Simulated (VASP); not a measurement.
Set up this calculation in VASP 6.6.1, as the native input.

```yaml
Task: single point
Functional: LDA
Potentials_or_basis: VASP PAW LDA potentials, release 64 (Mg_sv, O)
Cutoff: 840 eV
k_mesh: 6 × 6 × 6
Occupations: gaussian, width 0.01 eV
Spin: no spin polarisation
Dipole_correction: no
Further_INCAR_settings: ALGO = Normal; EDIFF = 1e-06; NBANDS = 15
```

The structure of MgO lies in POSCAR:

```
MgO
1.0
   -0.0103800000      2.1340300000      2.0785000000
    2.0860000000     -0.0171000000      2.0852200000
    2.0729500000      2.1276900000     -0.0040400000
Mg O
1 1
Direct
    0.9960300000      0.0476900000      0.9449100000
    0.5151634576      0.5618159294      0.4695225680
```

These files were run (other wordings do the same):

INCAR

```
ALGO = Normal ; EDIFF = 1E-6
ENCUT = 840 ; GGA = CA
GGA_COMPAT = F ; ISIF = 2
ISMEAR = 0 ; LASPH = T
LCHARG = F ; LREAL = F
LWAVE = F ; NBANDS = 15
NELM = 120 ; PREC = Accurate
SIGMA = 0.01
```

KPOINTS

```
k-points
0
Gamma
  6 6 6
```

Potentials or basis: VASP PAW LDA potentials, release 64 (Mg_sv, O).

Launch:

```sh
$ cat potpaw_LDA.64/Mg_sv/POTCAR potpaw_LDA.64/O/POTCAR > POTCAR
$ mpirun -np 1 vasp_std > vasp.out
```

Results of the run:

| Property | Result |
| --- | --- |
| Pressure | -2.7 GPa |
| Largest force | 0.720 eV/Å |
| Band gap on the k mesh | 4.64 eV |

Caveat: the k points lie up to 0.43 Å⁻¹ apart.

Wall time 30 s on 1 thread of Intel(R) Xeon(R) Platinum 8488C (Sapphire Rapids), on a shared host, peak memory 0.17 GiB.
